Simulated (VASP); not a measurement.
# SrCl2 (Fm-3m) in VASP: notebook

Aim: see how the results for SrCl2 move with the level of theory and the settings. Levels: PBEsol+D3(BJ), PBEsol+D4, LDA, RPBE, r2SCAN. Tasks: relaxation of cell and atoms, single point.

Program: VASP 6.6.1. These are calculated values, not measurements. Logs are shortened: lines on timing, memory, paths and dates and some standing lists are left out, and cuts for length are marked.

## (1) The cell of the first run

The structure is cubic, space group Fm-3m (No. 225). The conventional cell has a = 6.977 Å, b = 6.977 Å, c = 6.977 Å, α = 90.00°, β = 90.00°, γ = 90.00°. Within 4.0 Å of Sr (site symmetry m-3m) lie 8 Cl at 3.02 Å. Within 4.0 Å of Cl (site symmetry -43m) lie 4 Sr at 3.02 Å and 6 Cl at 3.49 Å.

## (2) Relaxation of cell and atoms, PBEsol+D3(BJ)

INCAR

```
PREC = Accurate ; ENCUT = 600
EDIFF = 1E-6 ; ISMEAR = -1
SIGMA = 0.05 ; LREAL = F
LASPH = T ; NELM = 100
ALGO = Normal ; ISIF = 3
LWAVE = F ; LCHARG = F
GGA = PS ; IVDW = 12
IBRION = 2 ; NSW = 60
EDIFFG = -0.01
```

KPOINTS

```
Automatic mesh
0
Gamma
  7 7 7
```

POSCAR

```
SrCl2
1.0
    0.0000000000      3.4883500000      3.4883500000
    3.4883500000      0.0000000000      3.4883500000
    3.4883500000      3.4883500000      0.0000000000
Sr Cl
1 2
Direct
    0.0000000000      0.0000000000      0.0000000000
    0.7500000000      0.7500000000      0.7500000000
    0.2500000000      0.2500000000      0.2500000000
```

Potentials or basis: VASP PAW PBE potentials, release 64 (Sr_sv, Cl).

Started as:

```console
$ cat potpaw_PBE.64/Sr_sv/POTCAR potpaw_PBE.64/Cl/POTCAR > POTCAR
$ mpirun -np 1 vasp_std > vasp.out
```

OUTCAR:

```text
PREC = Accurate
   ENCUT = 600
   EDIFF = 1E-6
   ISMEAR = -1
   LREAL = F
   LASPH = T
   NELM = 100
   ISIF = 3
   GGA = PS
   IVDW = 12
   IBRION = 2
   NSW = 60
   EDIFFG = -0.01
 IVDW          = 12

 ion  position               nearest neighbor table
   1  0.000  0.000  0.000-   2 3.02   2 3.02   2 3.02   2 3.02   3 3.02   3 3.02   3 3.02   3 3.02

   2  0.750  0.750  0.750-   1 3.02   1 3.02   1 3.02   1 3.02
   3  0.250  0.250  0.250-   1 3.02   1 3.02   1 3.02   1 3.02

  LATTYP: Found a face centered cubic cell.
 ALAT       =     6.9767000000

  Lattice vectors:

 A1 = (   0.0000000000,   3.4883500000,   3.4883500000)
 A2 = (   3.4883500000,   0.0000000000,   3.4883500000)
 A3 = (   3.4883500000,   3.4883500000,   0.0000000000)

Analysis of symmetry for initial positions (statically):
=====================================================================
 Subroutine PRICEL returns:
 Original cell was already a primitive cell.

 Routine SETGRP: Setting up the symmetry group for a
 face centered cubic supercell.

 Subroutine GETGRP returns: Found 48 space group operations
 (whereof 48 operations were pure point group operations)
 out of a pool of 48 trial point group operations.

The static configuration has the point symmetry O_h .

Analysis of symmetry for dynamics (positions and initial velocities):
=====================================================================
 Subroutine PRICEL returns:
 Original cell was already a primitive cell.

 Routine SETGRP: Setting up the symmetry group for a
 face centered cubic supercell.

 Subroutine GETGRP returns: Found 48 space group operations
 (whereof 48 operations were pure point group operations)
 out of a pool of 48 trial point group operations.

The dynamic configuration has the point symmetry O_h .

 Subroutine INISYM returns: Found 48 space group operations
 (whereof 48 operations are pure point group operations),
 and found     1 'primitive' translations

----------------------------------------------------------------------------------------

                                     Primitive cell

  volume of cell :      84.8966

  direct lattice vectors                    reciprocal lattice vectors
     0.000000000  3.488350000  3.488350000    -0.143334241  0.143334241  0.143334241
     3.488350000  0.000000000  3.488350000     0.143334241 -0.143334241  0.143334241
     3.488350000  3.488350000  0.000000000     0.143334241  0.143334241 -0.143334241

  length of vectors
     4.933271880  4.933271880  4.933271880     0.248262188  0.248262188  0.248262188

  position of ions in fractional coordinates (direct lattice)
     0.000000000  0.000000000  0.000000000
     0.750000000  0.750000000  0.750000000
     0.250000000  0.250000000  0.250000000

  ion indices of the primitive-cell ions
   primitive index   ion index
                 1           1
                 2           2
                 3           3

----------------------------------------------------------------------------------------

 KPOINTS: Automatic mesh

Automatic generation of k-mesh.
 Grid dimensions read from file:
 generate k-points for:    7    7    7

 Generating k-lattice:

  Cartesian coordinates                     Fractional coordinates (reciprocal lattice)
    -0.020476320  0.020476320  0.020476320     0.142857143  0.000000000  0.000000000
     0.020476320 -0.020476320  0.020476320     0.000000000  0.142857143  0.000000000
     0.020476320  0.020476320 -0.020476320     0.000000000  0.000000000  0.142857143

  Length of vectors
     0.035466027  0.035466027  0.035466027

  Shift w.r.t. Gamma in fractional coordinates (k-lattice)
     0.000000000  0.000000000  0.000000000

 Subroutine IBZKPT returns following result:
 ===========================================

 Found     20 irreducible k-points:

 Following reciprocal coordinates:
            Coordinates               Weight
  0.000000  0.000000  0.000000      1.000000
  0.142857  0.000000  0.000000      8.000000
  0.285714  0.000000  0.000000      8.000000
  0.428571  0.000000  0.000000      8.000000
  0.142857  0.142857  0.000000      6.000000
  0.285714  0.142857  0.000000     24.000000
[... 12 lines left out ...]
 -0.428571  0.428571  0.142857     24.000000
 -0.285714  0.428571  0.142857     24.000000
   k-points           NKPTS =     20   k-points in BZ     NKDIM =     20   number of bands    NBANDS=     16
   number of dos      NEDOS =    301   number of ions     NIONS =      3
   total plane-waves  NPLWV =  64000
   dimension x,y,z NGX =    40 NGY =   40 NGZ =   40
   dimension x,y,z NGXF=    80 NGYF=   80 NGZF=   80
   ions per type =               1   2
   NGX,Y,Z   is equivalent  to a cutoff of  13.48, 13.48, 13.48 a.u.
   NGXF,Y,Z  is equivalent  to a cutoff of  26.96, 26.96, 26.96 a.u.
 SYSTEM =  unknown system
   PREC   = accura    normal or accurate (medium, high low for compatibility)
   ISTART =      0    job   : 0-new  1-cont  2-samecut
   ICHARG =      2    charge: 1-file 2-atom 10-const
   ISPIN  =      1    spin polarized calculation?
   LNONCOLLINEAR =      F non collinear calculations
   LSORBIT =      F    spin-orbit coupling
   LASPH  =      T    aspherical Exc in radial PAW
   ENCUT  =  600.0 eV  44.10 Ry    6.64 a.u.   9.85  9.85  9.85*2*pi/ulx,y,z
   NELM   =    100;   NELMIN=  2; NELMDL= -5     # of ELM steps
   EDIFF  = 0.1E-05   stopping-criterion for ELM
   LREAL  =      F    real-space projection
   EDIFFG = -.1E-01   stopping-criterion for IOM
   NSW    =     60    number of steps for IOM
   IBRION =      2    ionic relax: 0-MD 1-quasi-New 2-CG
   NFREE  =      1    steps in history (QN), initial steepest desc. (CG)
   ISIF   =      3    stress and relaxation
   ISYM   =      2    0-nonsym 1-usesym 2-fastsym
   POTIM  = 0.5000    time-step for ionic-motion
   TEBEG  =    0.0;   TEEND  =   0.0 temperature during run
   PSTRESS=    0.0 pullay stress
   NELECT =      24.0000    total number of electrons
   NUPDOWN=      -1.0000    fix difference up-down
   EMIN   =  10.00;   EMAX   =-10.00  energy-range for DOS
   EFERMI =   0.00;   METHOD = LEGACY
   ISMEAR =    -1;   SIGMA  =   0.05  broadening in eV -4-tet -1-fermi 0-gaus
   EFERMI_NEDOS =   21; number of points for ismear=-14 and -15
   IALGO  =     38    algorithm
   IMIX   =      4    mixing-type and parameters
     AMIX     =   0.40;   BMIX     =  1.00
     AMIX_MAG =   1.60;   BMIX_MAG =  1.00
  volume/ion in A,a.u.               =      28.30       190.97
  Fermi-wavevector in a.u.,A,eV,Ry     =   1.074439  2.030396 15.706833  1.154420
  Thomas-Fermi vector in A             =   2.210267
   LORBIT       =      0    0 simple, 1 ext, 2 COOP (PROOUT), +10 PAW based schemes
   GGA     = PS    functional components
   LHFCALC =     F    Hartree Fock is set to
   AEXX    =    0.0000 exact exchange contribution
   IVDW    =    12    specifies the selected vdW correction
   LEPSILON=     F    determine dielectric tensor
   LRPA    =     F    only Hartree local field effects (RPA)
 conjugate gradient relaxation of ions
 non-spin polarized calculation
  energy-cutoff  :      600.00
  volume of cell :       84.90
 maximum number of plane-waves:      2851
   NGX = 19   NGY = 19   NGZ = 19

--------------------------------------- Ionic step        1  -------------------------------------------

 number of electron      24.0000003 magnetization

 Free energy of the ion-electron system (eV)
  ---------------------------------------------------
  ext. energy  EPLUGINS =         0.00000000
  ---------------------------------------------------
  free energy    TOTEN  =       -13.33701625 eV

  energy without entropy =      -13.33701625  energy(sigma->0) =      -13.33701625

------------------------ aborting loop because EDIFF is reached ----------------------------------------

 Edisp (eV)   -0.62585

 E8    (eV) :    -0.4144

  FORCE on cell =-STRESS in cart. coord.  units (eV):
  Direction    XX          YY          ZZ          XY          YZ          ZX
  --------------------------------------------------------------------------------------
  -------------------------------------------------------------------------------------
  Total      -1.14396    -1.14396    -1.14396     0.00000     0.00000     0.00000
  in kB     -21.58889   -21.58889   -21.58889     0.00000     0.00000     0.00000
  external pressure =      -21.59 kB  Pullay stress =        0.00 kB

 VOLUME and BASIS-vectors are now :
 -----------------------------------------------------------------------------
  energy-cutoff  :      600.00
  volume of cell :       84.90
      direct lattice vectors                 reciprocal lattice vectors
     0.000000000  3.488350000  3.488350000    -0.143334241  0.143334241  0.143334241
     3.488350000  0.000000000  3.488350000     0.143334241 -0.143334241  0.143334241
     3.488350000  3.488350000  0.000000000     0.143334241  0.143334241 -0.143334241
[... 42 lines left out ...]
 POSITION                                       TOTAL-FORCE (eV/Angst)
 -----------------------------------------------------------------------------------
      3.42418      0.00000      3.42418         0.000000     -0.000000      0.000000
      5.13627      5.13627      5.13627        -0.000000      0.000000      0.000000
      1.71209      1.71209      1.71209         0.000000     -0.000000     -0.000000
 -----------------------------------------------------------------------------------
    total drift:                               -0.000000     -0.000000      0.000000

  FREE ENERGIE OF THE ION-ELECTRON SYSTEM (eV)
  ---------------------------------------------------
  free  energy   TOTEN  =       -13.9975098097 eV

  energy  without entropy=      -13.9975098097  energy(sigma->0) =      -13.99750981

--------------------------------------- Ionic step        3  -------------------------------------------

 number of electron      23.9999999 magnetization

 Free energy of the ion-electron system (eV)
  ---------------------------------------------------
  ext. energy  EPLUGINS =         0.00000000
  ---------------------------------------------------
  free energy    TOTEN  =       -13.33122791 eV

  energy without entropy =      -13.33122791  energy(sigma->0) =      -13.33122791

 E-fermi :   1.6241     XC(G=0):  -8.7569

 val. band max:        0.4466178842   @ k =  -0.4286   0.4286   0.0000
 cond. band min:       5.8390618513   @ k =   0.0000   0.0000   0.0000
 fundamental gap:      5.3924439671
 Fermi energy:         1.6241363227

 k-point     1 :       0.0000    0.0000    0.0000
  band No.  band energies     occupation
      1     -32.1304      2.00000
      2     -14.1761      2.00000
      3     -14.1761      2.00000
      4     -14.1761      2.00000
      5     -13.0051      2.00000
      6     -12.0074      2.00000
[... 8 lines left out ...]
     15       6.4182      0.00000
     16       9.4559      0.00000
[... 385 lines left out ...]
 POSITION                                       TOTAL-FORCE (eV/Angst)
 -----------------------------------------------------------------------------------
      0.00000      0.00000      0.00000        -0.000000      0.000000     -0.000000
      5.13023      5.13023      5.13023        -0.000000     -0.000000      0.000000
      1.71008      1.71008      1.71008         0.000000      0.000000     -0.000000
 -----------------------------------------------------------------------------------
    total drift:                               -0.000000     -0.000000      0.000000

  FREE ENERGIE OF THE ION-ELECTRON SYSTEM (eV)
  ---------------------------------------------------
  free  energy   TOTEN  =       -13.9976478523 eV

  energy  without entropy=      -13.9976478523  energy(sigma->0) =      -13.99764785

 reached required accuracy - stopping structural energy minimisation
```

Wall time 63 s (1 thread of Intel Xeon Platinum 8375C at 2.90GHz (Ice Lake), shared host); peak memory 0.26 GiB.

Results:

```yaml
Free_energy: -13.9976 eV
Relaxed_volume: 26.67 Å³/atom
Relaxed_cell: a = 4.837 Å, b = 4.837 Å, c = 4.837 Å, α = 60.00°, β = 60.00°, γ = 60.00°
Space_group_after_relaxing_to_0.05_Å: Fm-3m (No. 225)
Energy_gained_by_relaxing: 11.6 meV/atom
Ionic_steps: 3
Pressure_after_relaxing: 0.0 GPa
Band_gap_on_the_k_mesh: 5.39 eV, indirect (least direct gap 5.54 eV)
Dispersion_energy_per_atom: -0.222 eV
```

Step by step:
```
step  energy change (eV)  largest force (eV/Å)  pressure (GPa)  volume (Å³)
   1              0.0000                0.0000           -2.16        84.90
   2             -0.0346                0.0000           -0.15        80.30
   3             -0.0348                0.0000            0.00        80.01
```

Final structure:
```yaml
crystal:
  lattice:
    - [0.00000, 3.42015, 3.42015]
    - [3.42015, 0.00000, 3.42015]
    - [3.42015, 3.42015, 0.00000]
  atoms:
    - { symbol: Sr, position: [0.00000, 0.00000, 0.00000] }
    - { symbol: Cl, position: [0.75000, 0.75000, 0.75000] }
    - { symbol: Cl, position: [0.25000, 0.25000, 0.25000] }
```

Levels at points of the mesh, in eV from the valence-band top:
```tsv
k point	band 9	band 10	band 11	band 12	band 13	band 14	band 15	band 16
(0.00, 0.00, 0.00)	-2.35	-0.33	-0.33	-0.33	5.39	5.97	5.97	9.01
```

Caveat: the PAW data sets were made with another functional, which shifts forces and pressure a little. A k mesh can miss the band edges.

## (3) Relaxation of cell and atoms, PBEsol+D4

INCAR

```
SYSTEM = SrCl2
ALGO = Normal
EDIFF = 1E-7
EDIFFG = -0.01
ENCUT = 600
GGA = PS
IBRION = 2
ISIF = 3
ISMEAR = -1
IVDW = 13
LASPH = .True.
LCHARG = .False.
LREAL = .False.
LWAVE = .False.
NELM = 80
NSW = 60
PREC = Accurate
SIGMA = 0.05
```

KPOINTS

```
k-points
0
Gamma
  7 7 7
  0 0 0
```

POSCAR is that of step 2.

Potentials or basis: VASP PAW PBE potentials, release 64 (Sr_sv, Cl).

Started as:

```console
$ cat potpaw_PBE.64/Sr_sv/POTCAR potpaw_PBE.64/Cl/POTCAR > POTCAR
$ mpirun -np 1 vasp_std > vasp.out
```

Wall time 73 s (1 thread of Intel Xeon Platinum 8375C at 2.90GHz (Ice Lake), shared host); peak memory 0.25 GiB.

It converged, with:

| Item | Value |
| --- | --- |
| Free energy | -13.6988 eV |
| Relaxed volume | 27.10 Å³/atom |
| Relaxed cell | a = 4.863 Å, b = 4.863 Å, c = 4.863 Å, α = 60.00°, β = 60.00°, γ = 60.00° |
| Space group after relaxing (to 0.05 Å) | Fm-3m (No. 225) |
| Energy gained by relaxing | 6.1 meV/atom |
| Ionic steps | 3 |
| Pressure after relaxing | 0.0 GPa |
| Band gap on the k mesh | 5.33 eV, indirect (least direct gap 5.55 eV) |
| Dispersion energy per atom | -0.120 eV |

The path:
```csv
step,energy change (eV),largest force (eV/Å),pressure (GPa),volume (Å³)
1,0.0000,0.0000,-1.57,84.90
2,-0.0183,0.0000,-0.12,81.53
3,-0.0184,0.0000,0.00,81.30
```

Final structure:
```xyz
3
Lattice="0.0000 3.4383 3.4383 3.4383 0.0000 3.4383 3.4383 3.4383 0.0000" Properties=species:S:1:pos:R:3 pbc="T T T"
Sr    0.0000    0.0000    0.0000
Cl    5.1575    5.1575    5.1575
Cl    1.7192    1.7192    1.7192
```

Levels at points of the mesh, in eV from the valence-band top:
| k point | band 10 | band 11 | band 12 | band 13 | band 14 | band 15 |
| --- | --- | --- | --- | --- | --- | --- |
| (0.00, 0.00, 0.00) | -0.32 | -0.32 | -0.32 | 5.33 | 5.98 | 5.98 |

Caveat: the PAW data sets were made with another functional, which shifts forces and pressure a little. A k mesh can miss the band edges.

(Continued in part 2 of 2.)
